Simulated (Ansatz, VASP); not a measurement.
**Two plane-wave programs on Pd**

```xyz
1
Lattice="0.0000 1.9255 1.9449 1.9255 0.0000 1.9449 1.9255 1.9255 0.0000" Properties=species:S:1:pos:R:3 pbc="T T T"
Pd    0.0000    0.0000    0.0000
```

Change from the starting cell: equal xx and yy strain of -1 %, PAW files.

Alike in both runs: task electric field gradients; functional LDA; k mesh 18 × 18 × 18; occupations fermi-dirac, width 0.05 eV; no spin polarisation.

```csv
,VASP,Ansatz
version,VASP 6.6.1,Ansatz 0.2.0
potentials or method,"VASP PAW LDA potentials, release 64 (Pd)","PAW with Ansatz's default frozen-core files, scalar-relativistic"
plane-wave cutoff (eV),520,420
valence electrons in the cell,10,18
```

Ansatz gave:

| Property | Result |
| --- | --- |
| pressure (GPa) | -4.1 |
| traceless stress, the component that is largest in VASP (GPa) | -0.46 |
| size of Vzz on the site where it differs most (V/Å²) | 1.7 |

Q: Estimate VASP's values.

A: Pressure (GPa): -3.9; traceless stress, the component that is largest in VASP (GPa): -0.45; size of Vzz on the site where it differs most (V/Å²): 1.0.

LDA's correlation is that of Perdew and Zunger in VASP and of Perdew and Wang (1992) in Ansatz. VASP's potentials hold 10 valence electrons a cell and Ansatz's 18, so a difference there can come from the potentials and not from the codes.
